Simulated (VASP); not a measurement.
Runs of VASP 6.6.1 on BeS. The structure is that of space group F-43m (No. 216), or close to it. The cells are those of the table. 

| level | cell | k mesh | gap on the mesh (eV) | pressure (GPa) |
| --- | --- | --- | --- | --- |
| PBE | a = 3.482 Å, angles 60.0°, 2 atoms | 8 × 8 × 8 | 3.21 | -2.6 |
| PBE | a = 3.377 Å, angles 60.0°, 2 atoms | 8 × 8 × 8 | 3.00 | 6.5 |
| PBE | a = 3.515 Å, angles 60.0°, 2 atoms | 8 × 8 × 8 | 3.26 | -4.8 |
| r2SCAN | a = 3.510 Å, angles 60.0°, 2 atoms | 8 × 8 × 8 | 3.72 | (c) |
| r2SCAN | a = 3.372 Å, angles 60.0°, 2 atoms | 8 × 8 × 8 | 3.45 | 7.1 |
| r2SCAN | a = 3.443 Å, angles 60.0°, 2 atoms | 8 × 8 × 8 | 3.60 | 0.3 |
| PBE | a = 3.448 Å, angles 60.0°, 2 atoms | 8 × 8 × 8 | 3.15 | 0.0 |
| PBE | a = 3.443 Å, angles 60.0°, 2 atoms | 10 × 10 × 10 | 3.14 | 0.4 |
| PBE | a = 3.413 Å, angles 60.0°, 2 atoms | 8 × 8 × 8 | 3.08 | 3.0 |
| r2SCAN | a = 3.408 Å, angles 60.0°, 2 atoms | 8 × 8 × 8 | 3.53 | (b) |
| r2SCAN | a = 3.477 Å, angles 60.0°, 2 atoms | 8 × 8 × 8 | 3.66 | (a) |

Alike in all rows: task single point; potentials or basis VASP PAW PBE potentials, release 64 (Be, S); no spin polarisation; cutoff (eV) 520; smearing gaussian 0.01 eV.

Problem. Fill in the values left out.

Solution. (a) -2.5; (b) 3.4; (c) -4.9.

Caveats: the PAW data sets were made with another functional, which shifts forces and pressure a little (some runs).

A k mesh can miss the band edges.
